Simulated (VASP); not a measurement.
Set up this calculation in VASP 6.6.1, as the native input.

- Task: single point
- Functional: LDA
- Potentials or basis: VASP PAW LDA potentials, release 64 (Cs_sv)
- Cutoff: 520 eV
- k mesh: 9 × 9 × 5
- Occupations: fermi-dirac, width 0.1 eV
- Spin: no spin polarisation
- Dipole correction: no
- Further INCAR settings: ALGO = Normal; EDIFF = 1e-06; NBANDS = 16

The structure of Cs lies in POSCAR:

```
Cs
1.0
    3.7964280727      0.0000000000      0.0000000000
   -1.8982140364      3.2878031546      0.0000000000
    0.0000000000      0.0000000000      6.1502134777
Cs
2
Direct
    0.3333333333      0.6666666667      0.2500000000
    0.6666666667      0.3333333333      0.7500000000
```

This isn't the form of Cs at room conditions, which is bcc.

One way to write it, as run:

INCAR

```
PREC = Accurate ; ENCUT = 520
EDIFF = 1E-6 ; ISMEAR = -1
SIGMA = 0.1 ; LREAL = F
LASPH = T ; NELM = 100
ALGO = Normal ; ISIF = 2
LWAVE = F ; LCHARG = T
LELF = T ; LVHAR = T
NBANDS = 16
```

KPOINTS

```
Automatic mesh
0
Gamma
  9 9 5
```

Potentials or basis: VASP PAW LDA potentials, release 64 (Cs_sv).

Launch:

```bash
$ cat potpaw_LDA.64/Cs_sv/POTCAR > POTCAR
$ mpirun -np 1 vasp_std > vasp.out
```

It gave:

| Item | Value |
| --- | --- |
| Pressure | 4.9 GPa |
| Band gap on the k mesh | zero (bands 9 and 10 overlap by 1.23 eV) |

Caveat: the cell stands under pressure; spin-orbit coupling is left out, which moves the levels of the heavy elements.

Wall time 59 s on 1 thread of Intel Xeon 8259CL, with other jobs on the host, peak memory 0.17 GiB.
